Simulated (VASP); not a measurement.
# Al3N in VASP: further runs

Al3N is run at these levels: PBE; tasks: single point.

All numbers are computed with VASP 6.6.1; they aren't measurements. Logs are shortened: lines on timing, memory, paths and dates and some standing lists are left out, and cuts for length are marked.

### Step 1. The cell of the first run

The cell holds a slab with vacuum, 4 atoms: a = 2.857 Å, b = 2.857 Å, c = 21.601 Å, α = 90.00°, β = 90.00°, γ = 120.00°.

### Step 2. Single point, PBE, collinear spin, ferromagnetic start

INCAR reads:

```
SYSTEM = Al3N
ALGO = Normal
DIPOL = 0.5 0.5 0.338
EDIFF = 1E-7
ENCUT = 520
GGA = PE
IDIPOL = 3
ISIF = 2
ISMEAR = 0
ISPIN = 2
LASPH = .True.
LCHARG = .False.
LDIPOL = .True.
LORBIT = 11
LREAL = .False.
LWAVE = .False.
MAGMOM = 0 0 0 3
NBANDS = 19
NELM = 150
PREC = Accurate
SIGMA = 0.1
```

KPOINTS reads:

```
k-points
0
Gamma
  9 9 1
  0 0 0
```

POSCAR reads:

```
Al3N
1.0
    2.8567582919      0.0000000000      0.0000000000
   -1.4283791460      2.4740252533      0.0000000000
    0.0000000000      0.0000000000     21.6013781961
Al N
3 1
Direct
    0.6666666667      0.3333333333      0.1851733701
    0.3333333333      0.6666666667      0.2916813827
    0.0000000000      0.0000000000      0.3981865471
    0.0000000000      0.0000000000      0.4750334957
```

Potentials or basis: VASP PAW PBE potentials, release 64 (Al, N).

The run is started by

```sh
$ cat potpaw_PBE.64/Al/POTCAR potpaw_PBE.64/N/POTCAR > POTCAR
$ mpirun -np 1 vasp_std > vasp.out
```

OUTCAR:

```text
SYSTEM = Al3N
   EDIFF = 1E-7
   ENCUT = 520
   GGA = PE
   ISIF = 2
   ISMEAR = 0
   ISPIN = 2
   LASPH = .True.
   LORBIT = 11
   LREAL = .False.
   NELM = 150
   PREC = Accurate

 ion  position               nearest neighbor table
   1  0.667  0.333  0.185-   2 2.83   2 2.83   2 2.83
   2  0.333  0.667  0.292-   3 2.83   3 2.83   3 2.83   1 2.83   1 2.83   1 2.83
   3  0.000  0.000  0.398-   4 1.66   2 2.83   2 2.83   2 2.83
   4  0.000  0.000  0.475-   3 1.66

  LATTYP: Found a hexagonal cell.
 ALAT       =     2.8567582919
 C/A-ratio  =     7.5615001302

  Lattice vectors:

 A1 = (   2.8567582919,   0.0000000000,   0.0000000000)
 A2 = (  -1.4283791460,   2.4740252533,   0.0000000000)
 A3 = (   0.0000000000,   0.0000000000,  21.6013781961)

Analysis of symmetry for initial positions (statically):
=====================================================================
 Subroutine PRICEL returns:
 Original cell was already a primitive cell.

 Routine SETGRP: Setting up the symmetry group for a
 hexagonal supercell.

 Subroutine GETGRP returns: Found  6 space group operations
 (whereof  6 operations were pure point group operations)
 out of a pool of 24 trial point group operations.

The static configuration has the point symmetry C_3v.

Analysis of symmetry for dynamics (positions and initial velocities):
=====================================================================
 Subroutine PRICEL returns:
 Original cell was already a primitive cell.

 Routine SETGRP: Setting up the symmetry group for a
 hexagonal supercell.

 Subroutine GETGRP returns: Found  6 space group operations
 (whereof  6 operations were pure point group operations)
 out of a pool of 24 trial point group operations.

The dynamic configuration has the point symmetry C_3v.

Analysis of structural, dynamic, and magnetic symmetry:
=====================================================================
 Subroutine PRICEL returns:
 Original cell was already a primitive cell.

 Routine SETGRP: Setting up the symmetry group for a
 hexagonal supercell.

 Subroutine GETGRP returns: Found  6 space group operations
 (whereof  6 operations were pure point group operations)
 out of a pool of 24 trial point group operations.

The overall configuration has the point symmetry C_3v.

 Subroutine INISYM returns: Found  6 space group operations
 (whereof  6 operations are pure point group operations),
 and found     1 'primitive' translations

----------------------------------------------------------------------------------------

                                     Primitive cell

  volume of cell :     152.6719

  direct lattice vectors                    reciprocal lattice vectors
     2.856758292  0.000000000  0.000000000     0.350047116  0.202099796  0.000000000
    -1.428379146  2.474025253  0.000000000     0.000000000  0.404199593  0.000000000
     0.000000000  0.000000000 21.601378196     0.000000000  0.000000000  0.046293343

  length of vectors
     2.856758292  2.856758292 21.601378196     0.404199593  0.404199593  0.046293343

  position of ions in fractional coordinates (direct lattice)
     0.666666667  0.333333333  0.185173370
     0.333333333  0.666666667  0.291681383
     0.000000000  0.000000000  0.398186547
     0.000000000  0.000000000  0.475033496

  ion indices of the primitive-cell ions
   primitive index   ion index
                 1           1
                 2           2
                 3           3
                 4           4

----------------------------------------------------------------------------------------

 KPOINTS: k-points

Automatic generation of k-mesh.
 Grid dimensions read from file:
 generate k-points for:    9    9    1

 Generating k-lattice:

  Cartesian coordinates                     Fractional coordinates (reciprocal lattice)
     0.038894124  0.022455533  0.000000000     0.111111111  0.000000000  0.000000000
     0.000000000  0.044911066  0.000000000     0.000000000  0.111111111  0.000000000
     0.000000000  0.000000000  0.046293343     0.000000000  0.000000000  1.000000000
[... 25 lines left out ...]
  0.333333  0.333333  0.000000      2.000000
   k-points           NKPTS =     12   k-points in BZ     NKDIM =     12   number of bands    NBANDS=     19
   number of dos      NEDOS =    301   number of ions     NIONS =      4
   total plane-waves  NPLWV =  93312
   dimension x,y,z NGX =    24 NGY =   24 NGZ =  162
   dimension x,y,z NGXF=    48 NGYF=   48 NGZF=  324
   ions per type =               3   1
   NGX,Y,Z   is equivalent  to a cutoff of  13.97, 13.97, 12.47 a.u.
   NGXF,Y,Z  is equivalent  to a cutoff of  27.93, 27.93, 24.94 a.u.
 SYSTEM =  Al3N
   PREC   = accura    normal or accurate (medium, high low for compatibility)
   ISTART =      0    job   : 0-new  1-cont  2-samecut
   ICHARG =      2    charge: 1-file 2-atom 10-const
   ISPIN  =      2    spin polarized calculation?
   LNONCOLLINEAR =      F non collinear calculations
   LSORBIT =      F    spin-orbit coupling
   LASPH  =      T    aspherical Exc in radial PAW
   ENCUT  =  520.0 eV  38.22 Ry    6.18 a.u.   5.31  5.31 40.16*2*pi/ulx,y,z
   NELM   =    150;   NELMIN=  2; NELMDL= -5     # of ELM steps
   EDIFF  = 0.1E-06   stopping-criterion for ELM
   LREAL  =      F    real-space projection
   EDIFFG = 0.1E-05   stopping-criterion for IOM
   NSW    =      0    number of steps for IOM
   IBRION =     -1    ionic relax: 0-MD 1-quasi-New 2-CG
   NFREE  =      0    steps in history (QN), initial steepest desc. (CG)
   ISIF   =      2    stress and relaxation
   ISYM   =      2    0-nonsym 1-usesym 2-fastsym
   POTIM  = 0.5000    time-step for ionic-motion
   TEBEG  =    0.0;   TEEND  =   0.0 temperature during run
   PSTRESS=    0.0 pullay stress
   NELECT =      14.0000    total number of electrons
   NUPDOWN=      -1.0000    fix difference up-down
   EMIN   =  10.00;   EMAX   =-10.00  energy-range for DOS
   EFERMI =   0.00;   METHOD = LEGACY
   ISMEAR =     0;   SIGMA  =   0.10  broadening in eV -4-tet -1-fermi 0-gaus
   EFERMI_NEDOS =   21; number of points for ismear=-14 and -15
   IALGO  =     38    algorithm
   IMIX   =      4    mixing-type and parameters
     AMIX     =   0.40;   BMIX     =  1.00
     AMIX_MAG =   1.60;   BMIX_MAG =  1.00
  volume/ion in A,a.u.               =      38.17       257.57
  Fermi-wavevector in a.u.,A,eV,Ry     =   0.738240  1.395072  7.415160  0.544999
  Thomas-Fermi vector in A             =   1.832115
   LORBIT       =     11    0 simple, 1 ext, 2 COOP (PROOUT), +10 PAW based schemes
   GGA     = PE    functional components
   LHFCALC =     F    Hartree Fock is set to
   AEXX    =    0.0000 exact exchange contribution
   IVDW    =     0    specifies the selected vdW correction
   LEPSILON=     F    determine dielectric tensor
   LRPA    =     F    only Hartree local field effects (RPA)
 spin polarized calculation
 Gauss-broadening in eV      SIGMA  =   0.10
  energy-cutoff  :      520.00
  volume of cell :      152.67
 maximum number of plane-waves:      4139
 NGX is ok and might be reduce to    24
   NGX = 11   NGY = 11   NGZ = 81

 dipolmoment           0.000000      0.000000     -0.003636 electrons x Angstroem

 number of electron      13.9999999 magnetization       0.3629573

 dipolmoment           0.000000      0.000000      0.185288 electrons x Angstroem

 Free energy of the ion-electron system (eV)
  ---------------------------------------------------
  ext. energy  EPLUGINS =         0.00000000
  ---------------------------------------------------
  free energy    TOTEN  =       -14.93679348 eV

  energy without entropy =      -14.92031578  energy(sigma->0) =      -14.92855463

 E-fermi :  -1.4784     XC(G=0):  -4.6827

 val. band max:       -1.5438384353   @ k =   0.3333   0.0000   0.0000
 cond. band min:      -1.4726660917   @ k =   0.3333   0.2222   0.0000
 fundamental gap:      0.0711723436
 Fermi energy:        -1.4783966974

 spin component 1

 k-point     1 :       0.0000    0.0000    0.0000
  band No.  band energies     occupation
      1     -15.8304      1.00000
      2     -11.9544      1.00000
      3      -9.8878      1.00000
      4      -6.8891      1.00000
      5      -4.0955      1.00000
      6      -1.7511      0.99994
[... 240 lines left out ...]
      5      -3.8195      1.00000
      6      -3.8037      1.00000
[... 11 lines left out ...]
     18       8.7057      0.00000
     19       9.5823      0.00000
 Fermi energy:        -1.4783966974

 spin component 2

 k-point     1 :       0.0000    0.0000    0.0000
  band No.  band energies     occupation
      1     -15.3918      1.00000
      2     -11.9303      1.00000
      3      -9.8607      1.00000
      4      -6.8534      1.00000
      5      -3.9954      1.00000
      6      -1.6868      0.99840
[... 241 lines left out ...]
      6      -3.5415      1.00000
[... 11 lines left out ...]
     18       8.7382      0.00000
     19       9.5760      0.00000

------------------------ aborting loop because EDIFF is reached ----------------------------------------

 vacuum level on the upper side and lower side of the slab       (xc-potential included)         2.290        -2.330

  FORCE on cell =-STRESS in cart. coord.  units (eV):
  Direction    XX          YY          ZZ          XY          YZ          ZX
  --------------------------------------------------------------------------------------
  -------------------------------------------------------------------------------------
  Total       -1.3303293     -1.3303293      8.3693962      0.0000000      0.0000000      0.0000000
  in kB      -13.9608117    -13.9608117     87.8305542      0.0000000      0.0000000      0.0000000
  external PRESSURE =      19.9696436 kB  Pullay stress =       0.0000000 kB

 VOLUME and BASIS-vectors are now :
 -----------------------------------------------------------------------------
  energy-cutoff  :      520.00
  volume of cell :      152.67
      direct lattice vectors                 reciprocal lattice vectors
     2.856758292  0.000000000  0.000000000     0.350047116  0.202099796  0.000000000
    -1.428379146  2.474025253  0.000000000     0.000000000  0.404199593  0.000000000
     0.000000000  0.000000000 21.601378196     0.000000000  0.000000000  0.046293343

 POSITION                                       TOTAL-FORCE (eV/Angst)
 -----------------------------------------------------------------------------------
      1.42838      0.82468      4.00000         0.000000     -0.000000     -0.263570
     -0.00000      1.64935      6.30072        -0.000000      0.000000      0.284073
      0.00000      0.00000      8.60138         0.000000     -0.000000     -4.722218
      0.00000      0.00000     10.26138         0.000000     -0.000000      4.701715
 -----------------------------------------------------------------------------------
    total drift:                               -0.000000      0.000000     -0.000020

  FREE ENERGIE OF THE ION-ELECTRON SYSTEM (eV)
  ---------------------------------------------------
  free  energy   TOTEN  =       -14.9367934841 eV

  energy  without entropy=      -14.9203157773  energy(sigma->0) =      -14.92855463

 vacuum level on the upper side and lower side of the slab         7.412         2.664

 total charge

# of ion       s       p       d       tot
------------------------------------------
    1        0.448   0.313   0.000   0.761
    2        0.426   0.349   0.000   0.776
    3        0.457   0.437   0.000   0.895
    4        1.372   2.079   0.000   3.451
--------------------------------------------------
tot          2.705   3.178   0.000   5.882

 magnetization (x)

# of ion       s       p       d       tot
------------------------------------------
    1       -0.001   0.001   0.000   0.001
    2       -0.000   0.003   0.000   0.002
    3       -0.003   0.003   0.000  -0.001
    4        0.006   0.242   0.000   0.249
--------------------------------------------------
tot          0.002   0.249   0.000   0.251
```

It took 3.7 min on 1 thread of Intel Xeon Platinum 8259CL at 2.50GHz (Skylake/Cascade Lake), shared host; peak memory 0.38 GiB.

Results:

```yaml
Free_energy: -14.9368 eV
Largest_force: 4.722 eV/Å
Net_moment: 0.36 μB per cell
Site_moments: Al +0.00, -0.00; N +0.25 μB
Valence_electrons_inside_the_program's_atomic_spheres: Al 0.76, 0.78, 0.90; N 3.45
```

Forces in eV/Å, atoms in the order of the input:
```
Al   0.000  0.000 -0.264
Al   0.000  0.000  0.284
Al   0.000  0.000 -4.722
N    0.000  0.000  4.702
```

Levels at points of the mesh, in eV from the Fermi level:
Spin up:
```csv
k point,band 4,band 5,band 6,band 7,band 8,band 9,band 10,band 11
"(0.00, 0.00, 0.00)",-5.41,-2.62,-0.27,0.86,0.86,2.80,4.46,6.13
```
Spin down:
```tsv
k point	band 3	band 4	band 5	band 6	band 7	band 8	band 9	band 10	band 11	band 12
(0.00, 0.00, 0.00)	-8.38	-5.38	-2.52	-0.21	1.58	1.58	2.80	4.43	6.11	8.10
```

### Step 3. Single point, PBE, collinear spin, ferromagnetic start

INCAR reads:

```
  PREC = Accurate
  ENCUT = 520
  EDIFF = 1E-6
  ISMEAR = 0
  SIGMA = 0.1
  LREAL = F
  LASPH = T
  NELM = 150
  ALGO = Normal
  ISIF = 2
  LWAVE = F
  LCHARG = F
  ISPIN = 2
  MAGMOM = 0 0 0 3
  LORBIT = 11
  LDIPOL = T
  IDIPOL = 3
  DIPOL = 0.5 0.5 0.347
  GGA = PE
  NBANDS = 19
```

KPOINTS reads:

```
regular mesh
0
Gamma
  9 9 1
```

POSCAR: that of step 2 with these lines changed.

```diff
@@ -11,2 +11,2 @@
     0.0000000000      0.0000000000      0.3981865471
-    0.0000000000      0.0000000000      0.4750334957
+    0.0000000000      0.0000000000      0.5125311031
```

Potentials or basis: VASP PAW PBE potentials, release 64 (Al, N).

The run is started by

```sh
$ cat potpaw_PBE.64/Al/POTCAR potpaw_PBE.64/N/POTCAR > POTCAR
$ mpirun -np 1 vasp_std > vasp.out
```

Run time: 2.3 min. Hardware: 1 thread of Intel Xeon Platinum 8259CL at 2.50GHz (Skylake/Cascade Lake), shared host; peak memory 0.37 GiB.

Results (log left out):

| Quantity | Value |
| --- | --- |
| Free energy | -14.1230 eV |
| Largest force | 1.556 eV/Å |
| Net moment | 2.31 μB per cell |
| Site moments | Al -0.01, -0.03; N +1.65 μB |
| Valence electrons inside the program's atomic spheres | Al 0.76, 0.77, 0.74; N 3.31 |

Forces on the atoms (eV/Å):
```
Al   0.000  0.000 -0.143
Al   0.000  0.000  0.016
Al   0.000  0.000  1.556
N    0.000  0.000 -1.428
```

Levels at points of the mesh, in eV from the Fermi level:
Spin up:
| k point | band 6 | band 7 | band 8 | band 9 | band 10 | band 11 |
| --- | --- | --- | --- | --- | --- | --- |
| (0.00, 0.00, 0.00) | -1.46 | -0.08 | -0.08 | 1.76 | 3.91 | 5.45 |
Spin down:
```csv
k point,band 4,band 5,band 6,band 7,band 8,band 9
"(0.00, 0.00, 0.00)",-5.97,-2.93,-0.08,2.19,4.06,4.06
```

(Part 1 of 4 ends here.)
